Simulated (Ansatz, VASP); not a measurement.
Al2O3 in VASP and in Ansatz

INCAR

```
  PREC = Accurate
  ENCUT = 600
  EDIFF = 1E-7
  ISMEAR = -1
  SIGMA = 0.05
  LREAL = F
  LASPH = T
  NELM = 100
  ALGO = Normal
  ISIF = 3
  LWAVE = F
  LCHARG = F
  GGA = PE
  IVDW = 12
  IBRION = 2
  NSW = 60
  EDIFFG = -0.01
  LUSENCCL = F
```

The input KPOINTS:

```
Automatic mesh
0
Gamma
  6 3 9
```

File POSCAR:

```
Al2O3
1.0
    4.6137770000      0.0000000000      0.0000000000
    0.0000000000      9.5632790000      0.0000000000
    0.0000000000      0.0000000000      3.1198620000
Al O
4 6
Direct
    0.9829750000      0.8245730000      0.0000000000
    0.0170250000      0.1754270000      0.0000000000
    0.4829750000      0.6754270000      0.5000000000
    0.5170250000      0.3245730000      0.5000000000
    0.5000000000      0.5000000000      0.5000000000
    0.1236350000      0.7530500000      0.5000000000
    0.3763650000      0.2530500000      0.0000000000
    0.6236350000      0.7469500000      0.0000000000
    0.0000000000      0.0000000000      0.0000000000
    0.8763650000      0.2469500000      0.5000000000
```

File input.yaml:

```yaml
crystal:
  lattice:
    - [4.613777, 0.0, 0.0]
    - [0.0, 9.563279, 0.0]
    - [0.0, 0.0, 3.119862]
  atoms:
    - { symbol: Al, position: [0.982975, 0.824573, 0.0] }
    - { symbol: Al, position: [0.017025, 0.175427, 0.0] }
    - { symbol: Al, position: [0.482975, 0.675427, 0.5] }
    - { symbol: Al, position: [0.517025, 0.324573, 0.5] }
    - { symbol: O, position: [0.5, 0.5, 0.5] }
    - { symbol: O, position: [0.123635, 0.75305, 0.5] }
    - { symbol: O, position: [0.376365, 0.25305, 0.0] }
    - { symbol: O, position: [0.623635, 0.74695, 0.0] }
    - { symbol: O, position: [0.0, 0.0, 0.0] }
    - { symbol: O, position: [0.876365, 0.24695, 0.5] }
hamiltonian:
  xc: pbe
  pseudopotentials: { kind: paw }
  dispersion: d3bj
kpoints:
  mp_grid: { grid: [6, 3, 9] }
scf:
  occupations: { method: fermi_dirac, width: 0.05 }
output:
  forces: true
  stress: true
  eigenvalues: true
relax:
  f_tol: 0.01
  max_steps: 40
  cell: { stress_tol: 0.05 }
```

Alike in both runs: task relaxation of cell and atoms; functional PBE; dispersion D3(BJ); k mesh 6 × 3 × 9; occupations fermi-dirac, width 0.05 eV; no spin polarisation.

```csv
,VASP,Ansatz
version,VASP 6.6.1,Ansatz 0.2.0
potentials or method,"VASP PAW PBE potentials, release 64 (Al, O)",Ansatz PAW
plane-wave cutoff (eV),600,420
valence electrons in the cell,48,48
```

VASP gave:

```
gap on the k mesh at the Fermi level, each at its own relaxed structure (eV) : 3.50
relaxed volume (Å³/atom)                                                     : 13.12
relaxed length of the cell vector where the two differ most in proportion (Å)              : 4.537
```

Problem. What did Ansatz give for the same quantities?

Solution. gap on the k mesh at the Fermi level, each at its own relaxed structure (eV): 3.49; relaxed volume (Å³/atom): 13.21; relaxed length of the cell vector where the two differ most in proportion (Å): 4.565.

Noted on Ansatz's run: odd divisions of the mesh miss points on the zone boundary, where band edges often lie, so the gap on the mesh can be too wide; the plane-wave basis is chosen anew once the cell has moved, so the energies of steps on either side of that aren't comparable.
